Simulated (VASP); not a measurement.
# Al (Fm-3m) in VASP: a series of runs

Al is run at these levels: PBE; tasks: single point.

All numbers are computed with VASP 6.6.1; they aren't measurements. Logs are shortened: lines on timing, memory, paths and dates and some standing lists are left out, and cuts for length are marked.

## 1. The cell of the first run

The structure is cubic, space group Fm-3m (No. 225). Conventional cell: a = 3.967 Å, b = 3.967 Å, c = 3.967 Å, α = 90.00°, β = 90.00°, γ = 90.00°. Al (site symmetry m-3m) has 12 Al at 2.81 Å within 3.7 Å.

## 2. Single point, PBE

The input, INCAR:

```
SYSTEM = Al
  PREC = Accurate
  ENCUT = 500
  EDIFF = 1E-6
  ISMEAR = 0
  SIGMA = 0.05
  LREAL = .FALSE.
  LASPH = .TRUE.
  NELM = 120
  ALGO = Normal
  ISIF = 2
  LWAVE = .FALSE.
  LCHARG = .FALSE.
  GGA = PE
  NBANDS = 8
  GGA_COMPAT = .FALSE.
```

The input, KPOINTS:

```
Automatic mesh
0
G
  21 21 21
  0 0 0
```

The input, POSCAR:

```
Al
1.0
    0.0000000000      1.9834708509      1.9834708509
    1.9834708509      0.0000000000      1.9834708509
    1.9834708509      1.9834708509      0.0000000000
Al
1
Direct
    0.0000000000      0.0000000000      0.0000000000
```

Potentials or basis: VASP PAW PBE potentials, release 64 (Al).

On the command line:

```sh
cat potpaw_PBE.64/Al/POTCAR > POTCAR
mpirun -np 1 vasp_std > vasp.out
```

OUTCAR:

```text
SYSTEM = Al
   PREC = Accurate
   ENCUT = 500
   EDIFF = 1E-6
   ISMEAR = 0
   LREAL = .FALSE.
   LASPH = .TRUE.
   NELM = 120
   ISIF = 2
   GGA = PE

 ion  position               nearest neighbor table
   1  0.000  0.000  0.000-

  LATTYP: Found a face centered cubic cell.
 ALAT       =     3.9669417018

  Lattice vectors:

 A1 = (   0.0000000000,   1.9834708509,   1.9834708509)
 A2 = (   1.9834708509,   0.0000000000,   1.9834708509)
 A3 = (   1.9834708509,   1.9834708509,   0.0000000000)

Analysis of symmetry for initial positions (statically):
=====================================================================
 Subroutine PRICEL returns:
 Original cell was already a primitive cell.

 Routine SETGRP: Setting up the symmetry group for a
 face centered cubic supercell.

 Subroutine GETGRP returns: Found 48 space group operations
 (whereof 48 operations were pure point group operations)
 out of a pool of 48 trial point group operations.

The static configuration has the point symmetry O_h .

Analysis of symmetry for dynamics (positions and initial velocities):
=====================================================================
 Subroutine PRICEL returns:
 Original cell was already a primitive cell.

 Routine SETGRP: Setting up the symmetry group for a
 face centered cubic supercell.

 Subroutine GETGRP returns: Found 48 space group operations
 (whereof 48 operations were pure point group operations)
 out of a pool of 48 trial point group operations.

The dynamic configuration has the point symmetry O_h .

 Subroutine INISYM returns: Found 48 space group operations
 (whereof 48 operations are pure point group operations),
 and found     1 'primitive' translations

----------------------------------------------------------------------------------------

                                     Primitive cell

  volume of cell :      15.6066

  direct lattice vectors                    reciprocal lattice vectors
     0.000000000  1.983470851  1.983470851    -0.252083362  0.252083362  0.252083362
     1.983470851  0.000000000  1.983470851     0.252083362 -0.252083362  0.252083362
     1.983470851  1.983470851  0.000000000     0.252083362  0.252083362 -0.252083362

  length of vectors
     2.805051378  2.805051378  2.805051378     0.436621190  0.436621190  0.436621190

  position of ions in fractional coordinates (direct lattice)
     0.000000000  0.000000000  0.000000000

  ion indices of the primitive-cell ions
   primitive index   ion index
                 1           1

----------------------------------------------------------------------------------------

 KPOINTS: Automatic mesh

Automatic generation of k-mesh.
 Grid dimensions read from file:
 generate k-points for:   21   21   21

 Generating k-lattice:

  Cartesian coordinates                     Fractional coordinates (reciprocal lattice)
    -0.012003970  0.012003970  0.012003970     0.047619048  0.000000000  0.000000000
     0.012003970 -0.012003970  0.012003970     0.000000000  0.047619048  0.000000000
     0.012003970  0.012003970 -0.012003970     0.000000000  0.000000000  0.047619048

  Length of vectors
     0.020791485  0.020791485  0.020791485

  Shift w.r.t. Gamma in fractional coordinates (k-lattice)
     0.000000000  0.000000000  0.000000000

 Subroutine IBZKPT returns following result:
 ===========================================

 Found    286 irreducible k-points:

 Following reciprocal coordinates:
            Coordinates               Weight
  0.000000  0.000000  0.000000      1.000000
  0.047619  0.000000  0.000000      8.000000
  0.095238  0.000000  0.000000      8.000000
  0.142857  0.000000  0.000000      8.000000
  0.190476  0.000000  0.000000      8.000000
  0.238095  0.000000  0.000000      8.000000
[... 16 lines left out ...]
 -0.428571  0.047619  0.000000     24.000000
 -0.380952  0.047619  0.000000     24.000000
 [... further k-points ...]
   k-points           NKPTS =    286   k-points in BZ     NKDIM =    286   number of bands    NBANDS=      8
   number of dos      NEDOS =    301   number of ions     NIONS =      1
   total plane-waves  NPLWV =   8000
   dimension x,y,z NGX =    20 NGY =   20 NGZ =   20
   dimension x,y,z NGXF=    40 NGYF=   40 NGZF=   40
   ions per type =               1
   NGX,Y,Z   is equivalent  to a cutoff of  11.85, 11.85, 11.85 a.u.
   NGXF,Y,Z  is equivalent  to a cutoff of  23.71, 23.71, 23.71 a.u.
 SYSTEM =  Al
   PREC   = accura    normal or accurate (medium, high low for compatibility)
   ISTART =      0    job   : 0-new  1-cont  2-samecut
   ICHARG =      2    charge: 1-file 2-atom 10-const
   ISPIN  =      1    spin polarized calculation?
   LNONCOLLINEAR =      F non collinear calculations
   LSORBIT =      F    spin-orbit coupling
   LASPH  =      T    aspherical Exc in radial PAW
   ENCUT  =  500.0 eV  36.75 Ry    6.06 a.u.   5.11  5.11  5.11*2*pi/ulx,y,z
   NELM   =    120;   NELMIN=  2; NELMDL= -5     # of ELM steps
   EDIFF  = 0.1E-05   stopping-criterion for ELM
   LREAL  =      F    real-space projection
   EDIFFG = 0.1E-04   stopping-criterion for IOM
   NSW    =      0    number of steps for IOM
   IBRION =     -1    ionic relax: 0-MD 1-quasi-New 2-CG
   NFREE  =      0    steps in history (QN), initial steepest desc. (CG)
   ISIF   =      2    stress and relaxation
   ISYM   =      2    0-nonsym 1-usesym 2-fastsym
   POTIM  = 0.5000    time-step for ionic-motion
   TEBEG  =    0.0;   TEEND  =   0.0 temperature during run
   PSTRESS=    0.0 pullay stress
   NELECT =       3.0000    total number of electrons
   NUPDOWN=      -1.0000    fix difference up-down
   EMIN   =  10.00;   EMAX   =-10.00  energy-range for DOS
   EFERMI =   0.00;   METHOD = LEGACY
   ISMEAR =     0;   SIGMA  =   0.05  broadening in eV -4-tet -1-fermi 0-gaus
   EFERMI_NEDOS =   21; number of points for ismear=-14 and -15
   IALGO  =     38    algorithm
   IMIX   =      4    mixing-type and parameters
     AMIX     =   0.40;   BMIX     =  1.00
     AMIX_MAG =   1.60;   BMIX_MAG =  1.00
  volume/ion in A,a.u.               =      15.61       105.32
  Fermi-wavevector in a.u.,A,eV,Ry     =   0.944814  1.785439 12.145548  0.892673
  Thomas-Fermi vector in A             =   2.072655
   LORBIT       =      0    0 simple, 1 ext, 2 COOP (PROOUT), +10 PAW based schemes
   GGA     = PE    functional components
   LHFCALC =     F    Hartree Fock is set to
   AEXX    =    0.0000 exact exchange contribution
   IVDW    =     0    specifies the selected vdW correction
   LEPSILON=     F    determine dielectric tensor
   LRPA    =     F    only Hartree local field effects (RPA)
 non-spin polarized calculation
 Gauss-broadening in eV      SIGMA  =   0.05
  energy-cutoff  :      500.00
  volume of cell :       15.61
 maximum number of plane-waves:       411
   NGX = 11   NGY = 11   NGZ = 11

 number of electron       3.0000000 magnetization

 Free energy of the ion-electron system (eV)
  ---------------------------------------------------
  ext. energy  EPLUGINS =         0.00000000
  ---------------------------------------------------
  free energy    TOTEN  =        -3.73492738 eV

  energy without entropy =       -3.73418199  energy(sigma->0) =       -3.73455469

 E-fermi :   8.6135     XC(G=0): -10.3996

 val. band max:        8.6131803825   @ k =  -0.3333   0.0476   0.0000
 cond. band min:       8.6167697167   @ k =  -0.4286   0.3810   0.0476
 fundamental gap:      0.0035893343
 Fermi energy:         8.6135248072

 k-point     1 :       0.0000    0.0000    0.0000
  band No.  band energies     occupation
      1      -2.9314      2.00000
      2      21.5260      0.00000
      3      21.5260      0.00000
      4      21.5260      0.00000
      5      23.4501      0.00000
      6      23.4501      0.00000
      7      23.4501      0.00000
      8      25.4684      0.00000

 k-point     2 :       0.0476    0.0000    0.0000
  band No.  band energies     occupation
      1      -2.8675      2.00000
      2      20.3402      0.00000
      3      21.3218      0.00000
      4      21.3218      0.00000
      5      23.7564      0.00000
      6      23.7564      0.00000
      7      23.8865      0.00000
      8      26.1714      0.00000

 k-point     3 :       0.0952    0.0000    0.0000
  band No.  band energies     occupation
      1      -2.6757      2.00000
      2      18.4192      0.00000
      3      20.9198      0.00000
      4      20.9198      0.00000
      5      23.9716      0.00000
      6      24.4541      0.00000
      7      24.4541      0.00000
      8      27.3713      0.00000

 k-point     4 :       0.1429    0.0000    0.0000
  band No.  band energies     occupation
      1      -2.3568      2.00000
      2      16.4330      0.00000
      3      20.5217      0.00000
      4      20.5217      0.00000
      5      23.8319      0.00000
      6      25.2328      0.00000
      7      25.2328      0.00000
      8      26.4850      0.00000

 k-point     5 :       0.1905    0.0000    0.0000
  band No.  band energies     occupation
      1      -1.9116      2.00000
      2      14.4837      0.00000
      3      20.1922      0.00000
      4      20.1922      0.00000
      5      23.6532      0.00000
      6      25.0213      0.00000
      7      25.0213      0.00000
      8      26.7315      0.00000

 k-point     6 :       0.2381    0.0000    0.0000
  band No.  band energies     occupation
      1      -1.3413      2.00000
      2      12.6038      0.00000
      3      19.9522      0.00000
      4      19.9522      0.00000
      5      23.5057      0.00000
      6      24.1255      0.00000
      7      24.1255      0.00000
      8      27.8395      0.00000

 k-point     7 :       0.2857    0.0000    0.0000
  band No.  band energies     occupation
      1      -0.6476      2.00000
      2      10.8089      0.00000
      3      19.8098      0.00000
      4      19.8098      0.00000
      5      23.2479      0.00000
      6      23.2479      0.00000
      7      23.4259      0.00000
      8      27.3843      0.00000

 k-point     8 :       0.3333    0.0000    0.0000
  band No.  band energies     occupation
      1       0.1677      2.00000
      2       9.1079      0.00000
      3      19.7685      0.00000
      4      19.7685      0.00000
      5      22.4545      0.00000
      6      22.4545      0.00000
      7      23.4349      0.00000
      8      26.5700      0.00000

 k-point     9 :       0.3810    0.0000    0.0000
  band No.  band energies     occupation
      1       1.1021      2.00000
      2       7.5069      2.00000
      3      19.8295      0.00000
      4      19.8295      0.00000
      5      21.7605      0.00000
      6      21.7605      0.00000
      7      23.5432      0.00000
      8      25.8330      0.00000

 k-point    10 :       0.4286    0.0000    0.0000
  band No.  band energies     occupation
      1       2.1524      2.00000
      2       6.0115      2.00000
      3      19.9914      0.00000
      4      19.9914      0.00000
      5      21.1743      0.00000
      6      21.1743      0.00000
      7      23.7507      0.00000
      8      25.1957      0.00000
[... 78 lines left out ...]
 k-point    18 :       0.3333    0.0476    0.0000
  band No.  band energies     occupation
      1      -0.0618      2.00000
      2       9.7137      0.00000
      3      18.8035      0.00000
      4      20.0947      0.00000
      5      21.3330      0.00000
      6      23.7636      0.00000
      7      24.1839      0.00000
      8      27.2007      0.00000

 k-point    19 :       0.3810    0.0476    0.0000
  band No.  band energies     occupation
      1       0.8329      2.00000
      2       8.0804      2.00000
      3      18.8292      0.00000
      4      20.0823      0.00000
      5      20.6387      0.00000
      6      23.0421      0.00000
      7      24.2602      0.00000
      8      26.5005      0.00000

 k-point    20 :       0.4286    0.0476    0.0000
  band No.  band energies     occupation
      1       1.8445      2.00000
      2       6.5503      2.00000
      3      18.9609      0.00000
      4      19.8321      0.00000
      5      20.3927      0.00000
      6      22.4189      0.00000
      7      24.4380      0.00000
      8      25.8415      0.00000

 k-point    21 :       0.4762    0.0476    0.0000
  band No.  band energies     occupation
      1       2.9663      2.00000
      2       5.1318      2.00000
      3      19.1993      0.00000
      4      19.3496      0.00000
      5      20.5931      0.00000
      6      21.8985      0.00000
      7      24.7069      0.00000
      8      25.2863      0.00000

 k-point    22 :      -0.4762    0.0476    0.0000
  band No.  band energies     occupation
      1       3.7314      2.00000
      2       4.2925      2.00000
      3      18.9382      0.00000
      4      19.5446      0.00000
      5      20.9382      0.00000
      6      21.4831      0.00000
      7      24.7261      0.00000
      8      25.1901      0.00000

 k-point    23 :      -0.4286    0.0476    0.0000
  band No.  band energies     occupation
      1       2.5813      2.00000
      2       5.5910      2.00000
      3      18.6287      0.00000
      4      19.9960      0.00000
      5      21.1743      0.00000
      6      21.3969      0.00000
      7      24.3891      0.00000
      8      25.6625      0.00000

 k-point    24 :      -0.3810    0.0476    0.0000
  band No.  band energies     occupation
      1       1.4946      2.00000
      2       7.0482      2.00000
      3      18.4256      0.00000
      4      20.5445      0.00000
      5      20.9805      0.00000
      6      21.9624      0.00000
      7      24.1371      0.00000
      8      26.2579      0.00000

 [... further k-points ...]

------------------------ aborting loop because EDIFF is reached ----------------------------------------

  FORCE on cell =-STRESS in cart. coord.  units (eV):
  Direction    XX          YY          ZZ          XY          YZ          ZX
  --------------------------------------------------------------------------------------
  -------------------------------------------------------------------------------------
  Total        0.4774573      0.4774573      0.4774573     -0.0000000     -0.0000000      0.0000000
  in kB       49.0159772     49.0159772     49.0159772     -0.0000000     -0.0000000      0.0000000
  external PRESSURE =      49.0159772 kB  Pullay stress =       0.0000000 kB

 VOLUME and BASIS-vectors are now :
 -----------------------------------------------------------------------------
  energy-cutoff  :      500.00
  volume of cell :       15.61
      direct lattice vectors                 reciprocal lattice vectors
     0.000000000  1.983470851  1.983470851    -0.252083362  0.252083362  0.252083362
     1.983470851  0.000000000  1.983470851     0.252083362 -0.252083362  0.252083362
     1.983470851  1.983470851  0.000000000     0.252083362  0.252083362 -0.252083362

 POSITION                                       TOTAL-FORCE (eV/Angst)
 -----------------------------------------------------------------------------------
      0.00000      0.00000      0.00000         0.000000      0.000000     -0.000000
 -----------------------------------------------------------------------------------
    total drift:                                0.000000      0.000000     -0.000000

  FREE ENERGIE OF THE ION-ELECTRON SYSTEM (eV)
  ---------------------------------------------------
  free  energy   TOTEN  =        -3.7349273814 eV

  energy  without entropy=       -3.7341819892  energy(sigma->0) =       -3.73455469
```

Wall time 11 s (1 thread of Intel Xeon 8259CL, shared host); peak memory 0.14 GiB.

What came out:

```yaml
Free_energy: -3.7349 eV
Pressure: 4.9 GPa
Band_gap_on_the_k_mesh: zero (an odd number of electrons rules out a gap without spin polarisation)
```

Caveat: the cell stands under pressure.

## 3. Single point, PBE

This run uses another cell than the first one, of 16.10 Å³/atom.

The input, INCAR:

```
PREC = Accurate
ENCUT = 500
EDIFF = 1E-6
ISMEAR = 0
SIGMA = 0.05
LREAL = F
LASPH = T
NELM = 120
ALGO = Normal
ISIF = 2
LWAVE = F
LCHARG = F
GGA = PE
NBANDS = 8
GGA_COMPAT = F
```

The input, KPOINTS:

```
regular mesh
0
Gamma
  21 21 21
```

The input, POSCAR:

```
Al
1.0
    0.0000000000      2.0043510258      2.0043510258
    2.0043510258      0.0000000000      2.0043510258
    2.0043510258      2.0043510258      0.0000000000
Al
1
Direct
    0.0000000000      0.0000000000      0.0000000000
```

Potentials or basis: VASP PAW PBE potentials, release 64 (Al).

On the command line:

```sh
cat potpaw_PBE.64/Al/POTCAR > POTCAR
mpirun -np 1 vasp_std > vasp.out
```

Run time: 17 s. Hardware: 1 thread of Intel Xeon 8259CL, shared host; peak memory 0.15 GiB.

It converged, with:

* Free energy: -3.7457 eV
* Pressure: 2.0 GPa
* Band gap on the k mesh: zero (an odd number of electrons rules out a gap without spin polarisation)

Levels at points of the mesh, in eV from the Fermi level:
```tsv
k point	band 1	band 2	band 3	band 4	band 5	band 6
(0.00, 0.00, 0.00)	-11.32	12.74	12.74	12.74	14.42	14.42
```
